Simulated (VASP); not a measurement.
Here is a VASP 6.6.1 calculation.

File INCAR:

```
SYSTEM = AlNi
PREC = Accurate
ENCUT = 520
EDIFF = 1E-7
ISMEAR = -1
SIGMA = 0.08
LREAL = .False.
LASPH = .True.
NELM = 100
ALGO = Normal
ISIF = 2
LWAVE = .False.
LCHARG = .False.
GGA = PS
NBANDS = 14
```

File KPOINTS:

```
Automatic mesh
0
Gamma
  14 14 14
  0 0 0
```

The input POSCAR:

```
AlNi
1.0
    0.0000000000      2.1517374306      2.1517374306
    2.1517374306      0.0000000000      2.1517374306
    2.1517374306      2.1517374306      0.0000000000
Ni Al
1 1
Direct
    0.0000000000      0.0000000000      0.0000000000
    0.5000000000      0.5000000000      0.5000000000
```

Potentials or basis: VASP PAW PBE potentials, release 64 (Ni, Al).

Launch:

```bash
$ cat potpaw_PBE.64/Ni/POTCAR potpaw_PBE.64/Al/POTCAR > POTCAR
$ mpirun -np 1 vasp_std > vasp.out
```

(1) Predict the pressure.

Results:

(1) 79.5 GPa.

Caveat: the PAW data sets were made with another functional, which shifts forces and pressure a little.
